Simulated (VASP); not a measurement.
# TiB2 (P6/mmm) in VASP: further runs

The runs below take TiB2 through relaxation of cell and atoms, with PBEsol+D4, PBEsol.

Everything below comes from runs of VASP 6.6.1. Logs are shortened: lines on timing, memory, paths and dates and some standing lists are left out, and cuts for length are marked.

### 1 The cell of the first run

Symmetry: P6/mmm, No. 191, hexagonal system. The conventional cell has a = 3.029 Å, b = 3.029 Å, c = 3.228 Å, α = 90.00°, β = 90.00°, γ = 120.00°. Within 3.1 Å of Ti (site symmetry 6/mmm) lie 12 B at 2.38 Å and 6 Ti at 3.03 Å. B (site symmetry -6m2) has 3 B at 1.75 Å and 6 Ti at 2.38 Å within 2.4 Å.

### 2 Relaxation of cell and atoms, PBEsol+D4

File INCAR:

```
ALGO = Normal
EDIFF = 1E-6
EDIFFG = -0.01
ENCUT = 600
GGA = PS
IBRION = 2
ISIF = 3
ISMEAR = -1
IVDW = 13
LASPH = True
LCHARG = False
LREAL = False
LWAVE = False
NELM = 100
NSW = 60
PREC = Accurate
SIGMA = 0.05
```

File KPOINTS:

```
k-points
0
Gamma
  10 10 8
```

File POSCAR:

```
TiB2
1.0
    3.0292000000      0.0000000000      0.0000000000
   -1.5146000000      2.6233641531      0.0000000000
    0.0000000000      0.0000000000      3.2284000000
Ti B
1 2
Direct
    0.0000000000      0.0000000000      0.0000000000
    0.6666666667      0.3333333333      0.5000000000
    0.3333333333      0.6666666667      0.5000000000
```

Potentials or basis: VASP PAW PBE potentials, release 64 (Ti_sv, B).

Launch:

```
$ cat potpaw_PBE.64/Ti_sv/POTCAR potpaw_PBE.64/B/POTCAR > POTCAR
$ mpirun -np 1 vasp_std > vasp.out
```

OUTCAR:

```text
EDIFF = 1E-6
   EDIFFG = -0.01
   ENCUT = 600
   GGA = PS
   IBRION = 2
   ISIF = 3
   ISMEAR = -1
   IVDW = 13
   LASPH = True
   LREAL = False
   NELM = 100
   NSW = 60
   PREC = Accurate

 ion  position               nearest neighbor table
   1  0.000  0.000  0.000-   2 2.38   3 2.38   2 2.38   3 2.38   3 2.38   3 2.38   2 2.38   2 2.38
                             2 2.38   2 2.38   3 2.38   3 2.38
   2  0.667  0.333  0.500-   3 1.75   3 1.75   3 1.75   1 2.38   1 2.38   1 2.38   1 2.38   1 2.38
                             1 2.38
   3  0.333  0.667  0.500-   2 1.75   2 1.75   2 1.75   1 2.38   1 2.38   1 2.38   1 2.38   1 2.38
                             1 2.38

  LATTYP: Found a hexagonal cell.
 ALAT       =     3.0292000000
 C/A-ratio  =     1.0657599366

  Lattice vectors:

 A1 = (   3.0292000000,   0.0000000000,   0.0000000000)
 A2 = (  -1.5146000000,   2.6233641531,   0.0000000000)
 A3 = (   0.0000000000,   0.0000000000,   3.2284000000)

Analysis of symmetry for initial positions (statically):
=====================================================================
 Subroutine PRICEL returns:
 Original cell was already a primitive cell.

 Routine SETGRP: Setting up the symmetry group for a
 hexagonal supercell.

 Subroutine GETGRP returns: Found 24 space group operations
 (whereof 24 operations were pure point group operations)
 out of a pool of 24 trial point group operations.

The static configuration has the point symmetry D_6h.

Analysis of symmetry for dynamics (positions and initial velocities):
=====================================================================
 Subroutine PRICEL returns:
 Original cell was already a primitive cell.

 Routine SETGRP: Setting up the symmetry group for a
 hexagonal supercell.

 Subroutine GETGRP returns: Found 24 space group operations
 (whereof 24 operations were pure point group operations)
 out of a pool of 24 trial point group operations.

The dynamic configuration has the point symmetry D_6h.

 Subroutine INISYM returns: Found 24 space group operations
 (whereof 24 operations are pure point group operations),
 and found     1 'primitive' translations

----------------------------------------------------------------------------------------

                                     Primitive cell

  volume of cell :      25.6551

  direct lattice vectors                    reciprocal lattice vectors
     3.029200000  0.000000000  0.000000000     0.330120164  0.190594965  0.000000000
    -1.514600000  2.623364153  0.000000000     0.000000000  0.381189931  0.000000000
     0.000000000  0.000000000  3.228400000     0.000000000  0.000000000  0.309750960

  length of vectors
     3.029200000  3.029200000  3.228400000     0.381189931  0.381189931  0.309750960

  position of ions in fractional coordinates (direct lattice)
[... 78 lines left out ...]
   LASPH  =      T    aspherical Exc in radial PAW
   ENCUT  =  600.0 eV  44.10 Ry    6.64 a.u.   6.05  6.05  6.45*2*pi/ulx,y,z
   NELM   =    100;   NELMIN=  2; NELMDL= -5     # of ELM steps
   EDIFF  = 0.1E-05   stopping-criterion for ELM
   LREAL  =      F    real-space projection
   EDIFFG = -.1E-01   stopping-criterion for IOM
   NSW    =     60    number of steps for IOM
   IBRION =      2    ionic relax: 0-MD 1-quasi-New 2-CG
   NFREE  =      1    steps in history (QN), initial steepest desc. (CG)
   ISIF   =      3    stress and relaxation
   ISYM   =      2    0-nonsym 1-usesym 2-fastsym
   POTIM  = 0.5000    time-step for ionic-motion
   TEBEG  =    0.0;   TEEND  =   0.0 temperature during run
   PSTRESS=    0.0 pullay stress
   NELECT =      18.0000    total number of electrons
   NUPDOWN=      -1.0000    fix difference up-down
   EMIN   =  10.00;   EMAX   =-10.00  energy-range for DOS
   EFERMI =   0.00;   METHOD = LEGACY
   ISMEAR =    -1;   SIGMA  =   0.05  broadening in eV -4-tet -1-fermi 0-gaus
   EFERMI_NEDOS =   21; number of points for ismear=-14 and -15
   IALGO  =     38    algorithm
   IMIX   =      4    mixing-type and parameters
     AMIX     =   0.40;   BMIX     =  1.00
     AMIX_MAG =   1.60;   BMIX_MAG =  1.00
  volume/ion in A,a.u.               =       8.55        57.71
  Fermi-wavevector in a.u.,A,eV,Ry     =   1.454703  2.748990 28.792122  2.116161
  Thomas-Fermi vector in A             =   2.571823
   LORBIT       =      0    0 simple, 1 ext, 2 COOP (PROOUT), +10 PAW based schemes
   GGA     = PS    functional components
   LHFCALC =     F    Hartree Fock is set to
   AEXX    =    0.0000 exact exchange contribution
   IVDW    =    13    specifies the selected vdW correction
   LEPSILON=     F    determine dielectric tensor
   LRPA    =     F    only Hartree local field effects (RPA)
 conjugate gradient relaxation of ions
 non-spin polarized calculation
  energy-cutoff  :      600.00
  volume of cell :       25.66
 maximum number of plane-waves:       878
   NGX = 13   NGY = 13   NGZ = 13

--------------------------------------- Ionic step        1  -------------------------------------------

 number of electron      18.0000002 magnetization

 Free energy of the ion-electron system (eV)
  ---------------------------------------------------
  ext. energy  EPLUGINS =         0.00000000
  ---------------------------------------------------
  free energy    TOTEN  =       -25.78023972 eV

  energy without entropy =      -25.77392801  energy(sigma->0) =      -25.77708386

 E-fermi :   9.8380     XC(G=0): -12.8717

 val. band max:        9.8118372200   @ k =   0.2000   0.2000   0.1250
 cond. band min:       9.8395942422   @ k =   0.3000   0.2000   0.0000
 fundamental gap:      0.0277570223
 Fermi energy:         9.8380428717

 k-point     1 :       0.0000    0.0000    0.0000
  band No.  band energies     occupation
      1     -46.7960      2.00000
      2     -23.2503      2.00000
      3     -22.9381      2.00000
      4     -22.9381      2.00000
      5      -3.5603      2.00000
      6       7.3134      2.00000
      7       7.3134      2.00000
      8       7.6024      2.00000
      9       7.7577      2.00000
     10      11.8002      0.00000
     11      11.8002      0.00000
     12      13.5853      0.00000
     13      13.5853      0.00000
[... 490 lines left out ...]
--------------------------------------- Ionic step        4  -------------------------------------------

 number of electron      18.0000003 magnetization

 Free energy of the ion-electron system (eV)
  ---------------------------------------------------
  ext. energy  EPLUGINS =         0.00000000
  ---------------------------------------------------
  free energy    TOTEN  =       -25.78243420 eV

  energy without entropy =      -25.77549031  energy(sigma->0) =      -25.77896225

 E-fermi :  10.2328     XC(G=0): -13.0526

 val. band max:       10.2268336661   @ k =   0.3000   0.2000   0.0000
 cond. band min:      10.2580064527   @ k =   0.4000   0.2000   0.0000
 fundamental gap:      0.0311727867
 Fermi energy:        10.2328242440

 k-point     1 :       0.0000    0.0000    0.0000
  band No.  band energies     occupation
      1     -46.2778      2.00000
      2     -22.7301      2.00000
      3     -22.4157      2.00000
      4     -22.4157      2.00000
      5      -3.3346      2.00000
      6       7.5530      2.00000
      7       7.5530      2.00000
      8       8.1091      2.00000
      9       8.1545      2.00000
     10      12.3275      0.00000
     11      12.3275      0.00000
     12      14.2548      0.00000
     13      14.2548      0.00000
[... 402 lines left out ...]
  FREE ENERGIE OF THE ION-ELECTRON SYSTEM (eV)
  ---------------------------------------------------
  free  energy   TOTEN  =       -26.4008563103 eV

  energy  without entropy=      -26.3939124168  energy(sigma->0) =      -26.39738436

 reached required accuracy - stopping structural energy minimisation
```

Run time: 2 min. Hardware: 1 thread of Intel Xeon 8259CL, shared host; peak memory 0.17 GiB.

What came out:

```
Free energy                           : -26.4009 eV
Relaxed volume                        : 8.24 Å³/atom
Relaxed cell                          : a = 3.005 Å, b = 3.005 Å, c = 3.161 Å, α = 90.00°, β = 90.00°, γ = 120.00°
Space group after relaxing (to 0.1 Å) : P6/mmm (No. 191)
Energy gained by relaxing             : 9.7 meV/atom
Ionic steps                           : 4
Pressure after relaxing               : 0.0 GPa
Band gap on the k mesh                : zero (bands 9 and 10 overlap by 0.79 eV)
Dispersion energy per atom            : -0.206 eV
```

The path:
```csv
step,energy change (eV),largest force (eV/Å),pressure (GPa),volume (Å³)
1,0.0000,0.0000,-8.96,25.66
2,-0.0042,0.0000,9.87,23.92
3,-0.0277,0.0000,0.28,24.73
4,-0.0292,0.0000,-0.01,24.73
```

Final structure:
```
Ti B
1.0
     3.00541    0.00000    0.00000
    -1.50271    2.60276    0.00000
     0.00000    0.00000    3.16127
Ti B
1 2
Direct
  0.00000 0.00000 0.00000
  0.66667 0.33333 0.50000
  0.33333 0.66667 0.50000
```

Caveat: the PAW data sets were made with another functional, which shifts forces and pressure a little.

### 3 Relaxation of cell and atoms, PBEsol, target pressure 2 GPa, at which the enthalpy is minimised

File INCAR:

```
SYSTEM = TiB2
PREC = Accurate ; ENCUT = 600
EDIFF = 1E-6 ; ISMEAR = -1
SIGMA = 0.05 ; LREAL = .False.
LASPH = .True. ; NELM = 100
ALGO = Normal ; ISIF = 3
LWAVE = .False. ; LCHARG = .False.
GGA = PS ; IBRION = 2
NSW = 60 ; EDIFFG = -0.01
PSTRESS = 20.0
```

File KPOINTS:

```
Automatic mesh
0
Gamma
  10 10 8
  0 0 0
```

POSCAR is that of step 2.

Potentials or basis: VASP PAW PBE potentials, release 64 (Ti_sv, B).

Launch:

```
$ cat potpaw_PBE.64/Ti_sv/POTCAR potpaw_PBE.64/B/POTCAR > POTCAR
$ mpirun -np 1 vasp_std > vasp.out
```

Run time: 1.8 min. Hardware: 1 thread of Intel Xeon 8259CL, shared host; peak memory 0.17 GiB.

It converged, with:

| Quantity | Value |
| --- | --- |
| Free energy | -25.7876 eV |
| Relaxed volume | 8.32 Å³/atom |
| Relaxed cell | a = 3.011 Å, b = 3.011 Å, c = 3.180 Å, α = 90.00°, β = 90.00°, γ = 120.00° |
| Space group after relaxing (to 0.1 Å) | P6/mmm (No. 191) |
| Energy change on relaxing (the run minimises the enthalpy) | -2.5 meV/atom |
| Ionic steps | 4 |
| Pressure after relaxing | 2.0 GPa |
| Band gap on the k mesh | zero (bands 9 and 10 overlap by 0.72 eV) |

The path:
```tsv
step	energy change (eV)	largest force (eV/Å)	pressure (GPa)	volume (Å³)
1	0.0000	0.0000	-4.73	25.66
2	0.0150	0.0000	9.40	24.34
3	-0.0066	0.0000	2.18	24.97
4	-0.0074	0.0000	1.99	24.97
```

Final structure:
```
Ti B
1.0
     3.01114    0.00000    0.00000
    -1.50557    2.60772    0.00000
     0.00000    0.00000    3.18013
Ti B
1 2
Direct
  0.00000 0.00000 0.00000
  0.66667 0.33333 0.50000
  0.33333 0.66667 0.50000
```

Levels at points of the mesh, in eV from the Fermi level:
| k point | band 7 | band 8 | band 9 | band 10 | band 11 | band 12 |
| --- | --- | --- | --- | --- | --- | --- |
| (0.00, 0.00, 0.00) | -2.63 | -2.13 | -2.11 | 2.06 | 2.06 | 3.94 |
| (0.50, 0.00, 0.00) | -3.23 | -3.16 | -2.29 | 1.48 | 2.91 | 3.43 |
| (0.00, 0.00, 0.50) | -0.47 | -0.47 | -0.17 | -0.17 | 0.52 | 0.52 |
| (0.50, 0.00, 0.50) | -4.69 | -3.86 | -3.07 | 2.73 | 3.11 | 4.84 |

Caveat: the cell is relaxed towards a set pressure, so the run minimises the enthalpy, not the energy; the PAW data sets were made with another functional, which shifts forces and pressure a little.

### 4 Relaxation of cell and atoms, PBEsol, target pressure 5 GPa, at which the enthalpy is minimised

File INCAR:

```
SYSTEM = TiB2
PREC = Accurate
ENCUT = 600
EDIFF = 1E-6
ISMEAR = -1
SIGMA = 0.05
LREAL = .False.
LASPH = .True.
NELM = 80
ALGO = Normal
ISIF = 3
LWAVE = .False.
LCHARG = .False.
GGA = PS
IBRION = 2
NSW = 60
EDIFFG = -0.01
PSTRESS = 50.0
```

KPOINTS is that of step 3.

POSCAR is that of step 3.

Launch:

```
$ cat potpaw_PBE.64/Ti_sv/POTCAR potpaw_PBE.64/B/POTCAR > POTCAR
$ mpirun -np 1 vasp_std > vasp.out
```

Wall time 1.8 min (1 thread of Intel Xeon 8259CL, shared host); peak memory 0.17 GiB.

It converged, with:

```yaml
Free_energy: -25.7819 eV
Relaxed_volume: 8.23 Å³/atom
Relaxed_cell: a = 3.002 Å, b = 3.002 Å, c = 3.166 Å, α = 90.00°, β = 90.00°, γ = 120.00°
Space_group_after_relaxing_to_0.1_Å: P6/mmm (No. 191)
Energy_change_on_relaxing_the_run_minimises_the_enthalpy: -0.5 meV/atom
Ionic_steps: 4
Pressure_after_relaxing: 4.9 GPa
Band_gap_on_the_k_mesh: zero (bands 9 and 10 overlap by 0.75 eV)
```

Stress tensor (GPa, compression positive):
```
4.98 0.00 0.00
0.00 4.98 0.00
0.00 0.00 4.88
```

The path:
```csv
step,energy change (eV),largest force (eV/Å),pressure (GPa),volume (Å³)
1,0.0000,0.0000,-4.73,25.66
2,0.0616,0.0000,16.87,23.78
3,-0.0007,0.0000,5.14,24.71
4,-0.0016,0.0000,4.95,24.70
```

Final structure:
```yaml
crystal:
  lattice:
    - [3.00161, 0.00000, 0.00000]
    - [-1.50081, 2.59947, 0.00000]
    - [0.00000, 0.00000, 3.16617]
  atoms:
    - { symbol: Ti, position: [0.00000, 0.00000, 0.00000] }
    - { symbol: B, position: [0.66667, 0.33333, 0.50000] }
    - { symbol: B, position: [0.33333, 0.66667, 0.50000] }
```

Levels at points of the mesh, in eV from the Fermi level:
```csv
k point,band 6,band 7,band 8,band 9,band 10,band 11,band 12,band 13
"(0.00, 0.00, 0.00)",-2.67,-2.67,-2.14,-2.11,2.09,2.09,4.01,4.01
"(0.50, 0.00, 0.00)",-9.17,-3.24,-3.18,-2.32,1.51,2.95,3.48,3.63
"(0.00, 0.00, 0.50)",-7.68,-0.48,-0.48,-0.18,-0.18,0.53,0.53,1.94
"(0.50, 0.00, 0.50)",-7.48,-4.73,-3.90,-3.08,2.78,3.16,4.93,4.98
```

Caveat: the cell is relaxed towards a set pressure, so the run minimises the enthalpy, not the energy; the PAW data sets were made with another functional, which shifts forces and pressure a little.

### 5 Relaxation of cell and atoms, PBEsol, target pressure 10 GPa, at which the enthalpy is minimised

File INCAR:

```
PREC     = Accurate       # precision mode
ENCUT    = 600            # plane-wave cutoff, eV
EDIFF    = 1E-6           # SCF threshold, eV
ISMEAR   = -1             # smearing method
SIGMA    = 0.05           # smearing width, eV
LREAL    = F              # projectors in reciprocal space
LASPH    = T              # aspherical terms in the spheres
NELM     = 60             # most SCF steps
ALGO     = Normal         # electronic algorithm
ISIF     = 3              # what is computed and relaxed
LWAVE    = F              # write WAVECAR
LCHARG   = F              # write CHGCAR
GGA      = PS             # functional
IBRION   = 2              # ionic algorithm
NSW      = 60             # ionic steps
EDIFFG   = -0.01          # ionic threshold
PSTRESS  = 100.0
```

File KPOINTS:

```
Automatic mesh
0
Gamma
  10 10 8
```

POSCAR is that of step 4.

Launch:

```
$ cat potpaw_PBE.64/Ti_sv/POTCAR potpaw_PBE.64/B/POTCAR > POTCAR
$ mpirun -np 1 vasp_std > vasp.out
```

Wall time 2.4 min (1 thread of Intel Xeon 8259CL, shared host); peak memory 0.17 GiB.

The run converged. Its results:

* Free energy: -25.7612 eV
* Relaxed volume: 8.09 Å³/atom
* Relaxed cell: a = 2.986 Å, b = 2.986 Å, c = 3.143 Å, α = 90.00°, β = 90.00°, γ = 120.00°
* Space group after relaxing (to 0.1 Å): P6/mmm (No. 191)
* Energy change on relaxing (the run minimises the enthalpy): +6.3 meV/atom
* Ionic steps: 5
* Pressure after relaxing: 10.2 GPa
* Band gap on the k mesh: zero (bands 9 and 10 overlap by 0.80 eV)

Stress tensor (GPa, compression positive):
```
10.20  0.00  0.00
 0.00 10.20  0.00
 0.00  0.00 10.10
```

Step by step:
```
step  energy change (eV)  largest force (eV/Å)  pressure (GPa)  volume (Å³)
   1              0.0000                0.0000           -4.73        25.66
   2              0.1993                0.0000           31.05        22.85
   3              0.0182                0.0000            9.98        24.31
   4              0.0199                0.0000           10.26        24.28
   5              0.0190                0.0000           10.16        24.26
```

Final structure:
```xyz
3
Lattice="2.9859 0.0000 0.0000 -1.4930 2.5859 0.0000 0.0000 0.0000 3.1426" Properties=species:S:1:pos:R:3 pbc="T T T"
Ti   -1.4930    2.5859    0.0000
B     1.4930    0.8620    1.5713
B     0.0000    1.7239    1.5713
```

Levels at points of the mesh, in eV from the Fermi level:
```
           k point  band 5  band 6  band 7  band 8  band 9  band 10  band 11  band 12  band 13
(0.00, 0.00, 0.00)  -13.67   -2.72   -2.72   -2.17   -2.09     2.15     2.15     4.11     4.11
(0.50, 0.00, 0.00)   -9.55   -9.20   -3.27   -3.22   -2.37     1.56     3.02     3.57     3.71
(0.00, 0.00, 0.50)  -11.50   -7.75   -0.48   -0.48   -0.20    -0.20     0.54     0.54     2.02
(0.50, 0.00, 0.50)   -9.87   -7.51   -4.81   -3.96   -3.07     2.87     3.24     5.09     5.11
```

Caveat: the cell is relaxed towards a set pressure, so the run minimises the enthalpy, not the energy; the PAW data sets were made with another functional, which shifts forces and pressure a little.

### 6 Overview

```tsv
level	cell	gap on the mesh (eV)	pressure (GPa)
PBEsol+D4	relaxed	none	0.0
PBEsol	relaxed to 2 GPa	none	2.0
PBEsol	relaxed to 5 GPa	none	4.9
PBEsol	relaxed to 10 GPa	none	10.2
```

Alike in all rows: task relaxation of cell and atoms; potentials or basis VASP PAW PBE potentials, release 64 (Ti_sv, B); no spin polarisation; k mesh 10 × 10 × 8; cutoff (eV) 600; smearing fermi-dirac 0.05 eV.

Caveats: the PAW data sets were made with another functional, which shifts forces and pressure a little; the cell is relaxed towards a set pressure, so the run minimises the enthalpy, not the energy (at least some runs).

Total energies depend on the potentials used, so only differences within one code and one set of settings carry meaning.
